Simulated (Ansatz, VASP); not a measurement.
ZnS: VASP beside Ansatz

```
CELL_PARAMETERS angstrom
0.00000 2.61326 2.78866
2.61326 0.00000 2.78866
2.61326 2.61326 0.00000
ATOMIC_POSITIONS crystal
Zn 0.00000 0.00000 0.00000
S 0.25000 0.25000 0.25000
```

Change from the starting cell: epitaxial_xy strain -3.0%.

Alike in both runs: task single point; functional PBE; k mesh 8 × 8 × 8; occupations fermi-dirac, width 0.02 eV; no spin polarisation.

```csv
,VASP,Ansatz
version,VASP 6.6.1,Ansatz 0.2.0
potentials or method,"VASP PAW PBE potentials, release 64 (Zn, S)","plane waves, PAW"
plane-wave cutoff (eV),520,420
valence electrons in the cell,18,18
```

VASP gave:

* gap on the k mesh at the Fermi level (eV): 2.17
* pressure (GPa): 4.6
* traceless stress, the component that is largest in VASP (GPa): -1.92

**Question.** What did Ansatz give for the same quantities?

**Answer.** gap on the k mesh at the Fermi level (eV): 2.16; pressure (GPa): 4.4; traceless stress, the component that is largest in VASP (GPa): -1.93.
